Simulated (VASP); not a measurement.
# MoSe2: single point with PBEsol+U

Crystal: MoSe2.

```
CELL_PARAMETERS angstrom
3.28800 0.00000 0.00000
-1.64400 2.84749 0.00000
0.00000 0.00000 12.90000
ATOMIC_POSITIONS crystal
Mo 0.33333 0.66667 0.25000
Mo 0.66667 0.33333 0.75000
Se 0.33333 0.66667 0.62500
Se 0.66667 0.33333 0.12500
Se 0.33333 0.66667 0.87500
Se 0.66667 0.33333 0.37500
```

```
Program                : VASP 6.6.1
Task                   : single point
Functional             : PBEsol
Potentials or basis    : VASP PAW PBE potentials, release 64 (Mo_sv, Se)
Cutoff                 : 500 eV
k mesh                 : 8 × 8 × 2
Occupations            : gaussian, width 0.05 eV
Spin                   : collinear spin, zero start
Starting moments       : [0.0, 0.0, 0.0, 0.0, 0.0, 0.0] μB
Fixed moment           : 0 μB
Hubbard terms          : Mo d U = 4.5 eV
Dipole correction      : no
Further INCAR settings : ALGO = Normal; EDIFF = 1e-06; NBANDS = 39
```

The pressure is 5.8 GPa, the largest force is 1.135 eV/Å and the net moment is 0.00 μB per cell. The valence electrons inside the program's atomic spheres are Mo 12.43; Se 3.91.

Forces in eV/Å, atoms in the order of the input:
```
Mo   0.000  0.000  0.000
Mo   0.000  0.000  0.000
Se   0.000  0.000 -1.135
Se   0.000  0.000 -1.135
Se   0.000  0.000  1.135
Se   0.000  0.000  1.135
```

Stress tensor (GPa, compression positive):
```
3.78 0.00 0.00
0.00 3.78 0.00
0.00 0.00 9.92
```

Eigenvalues of the final occupation matrices:
```
    site  spin  trace               eigenvalues
site 1 d     1   1.99  0.39 0.39 0.39 0.39 0.42
site 1 d     2   1.99  0.39 0.39 0.39 0.39 0.42
site 2 d     1   1.99  0.39 0.39 0.39 0.39 0.42
site 2 d     2   1.99  0.39 0.39 0.39 0.39 0.42
```

Wall time 4.2 min on 1 thread of Oxide Virtual Turin-like Processor (shared host), peak memory 0.29 GiB.

Caveat: the stress differs along the axes, from 4 to 10 GPa; the PAW data sets were made with another functional, which shifts forces and pressure a little; this functional lacks dispersion, which binds layers or chains, so the pressure and a relaxed spacing across them are unreliable; the total moment is fixed, so each spin has its own Fermi level.
